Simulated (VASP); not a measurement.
Set up this calculation in VASP 6.6.1, as the native input.

* Task: single point
* Functional: PBEsol
* Potentials or basis: VASP PAW PBE potentials, release 64 (Pt, Se)
* Cutoff: 520 eV
* k mesh: 10 × 10 × 10
* Occupations: gaussian, width 0.05 eV
* Spin: collinear spin
* Starting moments: [0.05, 0.0] μB
* Dipole correction: no
* Further INCAR settings: ALGO = Normal; EDIFF = 1e-06; NBANDS = 19

The structure of PtSe lies in POSCAR:

```
PtSe
1.0
    0.0000000000      2.5981621355      2.5981621355
    2.5981621355      0.0000000000      2.5981621355
    2.5981621355      2.5981621355      0.0000000000
Pt Se
1 1
Direct
    0.5000000000      0.5000000000      0.5000000000
    0.0000000000      0.0000000000      0.0000000000
```

These files were run (other wordings do the same):

INCAR

```
SYSTEM = PtSe
PREC = Accurate
ENCUT = 520
EDIFF = 1E-6
ISMEAR = 0
SIGMA = 0.05
LREAL = .False.
LASPH = .True.
NELM = 150
ALGO = Normal
ISIF = 2
LWAVE = .False.
LCHARG = .True.
ISPIN = 2
MAGMOM = 0.05 0
LORBIT = 11
LMAXMIX = 4
GGA = PS
LELF = .True.
LVHAR = .True.
NBANDS = 19
```

KPOINTS

```
regular mesh
0
Gamma
  10 10 10
  0 0 0
```

Potentials or basis: VASP PAW PBE potentials, release 64 (Pt, Se).

Command:

```bash
$ cat potpaw_PBE.64/Pt/POTCAR potpaw_PBE.64/Se/POTCAR > POTCAR
$ mpirun -np 1 vasp_std > vasp.out
```

It gave:

```yaml
Pressure: 1.4 GPa
Band_gap_on_the_k_mesh: zero (filled and empty bands overlap)
Net_moment: 0.00 μB per cell
Valence_electrons_inside_the_program's_atomic_spheres: Pt 9.29; Se 3.77
```

Caveat: the PAW data sets were made with another functional, which shifts forces and pressure a little; spin-orbit coupling is left out, which moves the levels of the heavy elements.

Wall time 25 s on 1 thread of Intel(R) Xeon(R) 6975P-C (Granite Rapids), with other jobs on the host, peak memory 0.21 GiB.
